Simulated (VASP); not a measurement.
Write the native input for VASP 6.6.1 that does the following.

- Task: single point
- Functional: r2SCAN
- Potentials or basis: VASP PAW PBE potentials, release 64 (Sr_sv, O)
- Cutoff: 520 eV
- k mesh: 8 × 8 × 8
- Occupations: gaussian, width 0.01 eV
- Spin: no spin polarisation
- Dipole correction: no
- Further INCAR settings: ALGO = Normal; EDIFF = 1e-06; NBANDS = 15

The system is SrO.

```xyz
2
Lattice="0.0064 2.5799 2.5799 2.5799 0.0064 2.5799 2.5863 2.5863 0.0000" Properties=species:S:1:pos:R:3 pbc="T T T"
Sr    0.0000    0.0000    0.0000
O     2.5863    2.5863    2.5799
```

This cell differs from its parent crystal: shear xy strain +0.5%.

These files were run (other wordings do the same):

POSCAR

```
SrO
1.0
    0.0064497308      2.5798923265      2.5798923265
    2.5798923265      0.0064497308      2.5798923265
    2.5863420573      2.5863420573      0.0000000000
Sr O
1 1
Direct
    0.0000000000      0.0000000000      0.0000000000
    0.5000000000      0.5000000000      0.5000000000
```

INCAR.step1

```
SYSTEM = SrO
PREC     = Accurate       ! precision mode
ENCUT    = 520            ! plane-wave cutoff, eV
ISMEAR   = 0              ! smearing method
SIGMA    = 0.01           ! smearing width, eV
LREAL    = .False.        ! projectors in reciprocal space
LASPH    = .True.         ! aspherical terms in the spheres
NELM     = 100            ! most SCF steps
NBANDS   = 15             ! bands
GGA      = PE             ! functional
ALGO     = Normal         ! electronic algorithm
EDIFF    = 1E-4           ! SCF threshold, eV
LWAVE    = .True.         ! write WAVECAR
LCHARG   = .False.        ! write CHGCAR
```

INCAR.step2

```
SYSTEM = SrO
PREC     = Accurate       ! precision mode
ENCUT    = 520            ! plane-wave cutoff, eV
EDIFF    = 1E-6           ! SCF threshold, eV
ISMEAR   = 0              ! smearing method
SIGMA    = 0.01           ! smearing width, eV
LREAL    = .False.        ! projectors in reciprocal space
LASPH    = .True.         ! aspherical terms in the spheres
NELM     = 100            ! most SCF steps
ALGO     = Normal         ! electronic algorithm
ISIF     = 2              ! what is computed and relaxed
LWAVE    = .False.        ! write WAVECAR
LCHARG   = .False.        ! write CHGCAR
METAGGA  = R2SCAN         ! meta-GGA
LMIXTAU  = .True.       
NBANDS   = 15             ! bands
ISTART   = 1
```

KPOINTS

```
regular mesh
0
Gamma
  8 8 8
  0 0 0
```

Potentials or basis: VASP PAW PBE potentials, release 64 (Sr_sv, O).

Launch:

```bash
$ cat potpaw_PBE.64/Sr_sv/POTCAR potpaw_PBE.64/O/POTCAR > POTCAR
$ cp INCAR.step1 INCAR
$ mpirun -np 1 vasp_std > vasp.out
$ cp INCAR.step2 INCAR
$ mpirun -np 1 vasp_std > vasp.out
```

It gave:

```yaml
Pressure: 0.5 GPa
Band_gap_on_the_k_mesh: 3.74 eV, indirect (least direct gap 3.83 eV)
```

Caveat: the cell differs from its parent crystal (shear xy strain +0.5%); the PAW data sets were made with another functional, which shifts forces and pressure a little.

It took 4.4 min on 1 thread of Intel(R) Xeon(R) Platinum 8259CL CPU @ 2.50GHz (Skylake/Cascade Lake), on a shared host, peak memory 0.2 GiB.
